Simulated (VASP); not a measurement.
Runs of VASP 6.6.1 on LaH3. The structure is that of space group Fm-3m (No. 225), or close to it. The cells are those of the table. 

```tsv
task	level	potentials or basis	cell	cutoff (eV)	gap on the mesh (eV)	pressure (GPa)	relaxed volume (Å³/atom)
relaxation of cell and atoms	PBEsol	VASP PAW PBE potentials, release 64 (La, H)	relaxed from a = 3.941 Å, angles 60.0°, 4 atoms	600	none	0.0	10.40
relaxation of cell and atoms	LDA	VASP PAW LDA potentials, release 64 (La, H)	relaxed from a = 3.941 Å, angles 60.0°, 4 atoms	600	none	0.0	(a)
single point	LDA	VASP PAW LDA potentials, release 64 (La, H)	a = 3.866 Å, angles 60.0°, 4 atoms	520	none	-0.1	-
single point	PBEsol+D3(BJ)	VASP PAW PBE potentials, release 64 (La, H)	a = 3.847 Å, angles 60.0°, 4 atoms	520	none	-0.2	-
single point	PBEsol	VASP PAW PBE potentials, release 64 (La, H)	a = 3.890 Å, angles 60.0°, 4 atoms	520	none	-0.2	-
relaxation of cell and atoms	PBEsol+D3(BJ)	VASP PAW PBE potentials, release 64 (La, H)	relaxed from a = 3.941 Å, angles 60.0°, 4 atoms	600	none	-0.1	10.06
```

Alike in all rows: no spin polarisation; k mesh 6 × 6 × 6; smearing fermi-dirac 0.15 eV.

Q: Fill in the values left out.

A: (a) 10.21.

Caveats: spin-orbit coupling is left out, which moves the levels of the heavy elements; the PAW data sets were made with another functional, which shifts forces and pressure a little (some runs); pairwise dispersion overbinds metals, which lowers pressure and volume (some runs).

A k mesh can miss the band edges, and the runs leave out spin-orbit coupling on La.

A gap of «none» marks levels without a gap at the run's occupations.
